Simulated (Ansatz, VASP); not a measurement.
# Two plane-wave programs on CsPbCl3

```
Cs Pb Cl
1.0
     5.64704    0.00000    0.00000
     0.00000    5.56296    0.00000
     0.00000    0.00000    5.60500
Cs Pb Cl
1 1 3
Direct
  0.00000 0.00000 0.00000
  0.50000 0.50000 0.50000
  0.00000 0.50000 0.50000
  0.50000 0.00000 0.50000
  0.50000 0.50000 0.00000
```

Change from the starting cell: strain +0.0075 x Voigt [1, -1, 0, 0, 0, 0], atoms carried along.

Alike in both runs: task single point; functional PBE; k mesh 6 × 6 × 6; occupations gaussian, width 0.05 eV; no spin polarisation.

```csv
,VASP,Ansatz
version,VASP 6.6.1,Ansatz 0.2.0
potentials or method,"VASP PAW PBE potentials, release 64 (Cs_sv, Pb_d, Cl), cutoff 520 eV","scalar-relativistic, plane waves, PAW"
valence electrons in the cell,44,44
```

Ansatz gave:

```
gap on the k mesh at the Fermi level (eV)                     : 1.87
least direct gap on the mesh (eV)                             : 1.87
pressure (GPa)                                                : 1.8
traceless stress, the component that is largest in VASP (GPa) : 0.42
```

Q: Estimate VASP's values.

A: gap on the k mesh at the Fermi level (eV): 1.88; least direct gap on the mesh (eV): 1.88; pressure (GPa): 1.7; traceless stress, the component that is largest in VASP (GPa): 0.42.

The functional is the same, so the differences come from potentials, cutoffs and numerics.

Spin-orbit coupling is off throughout.
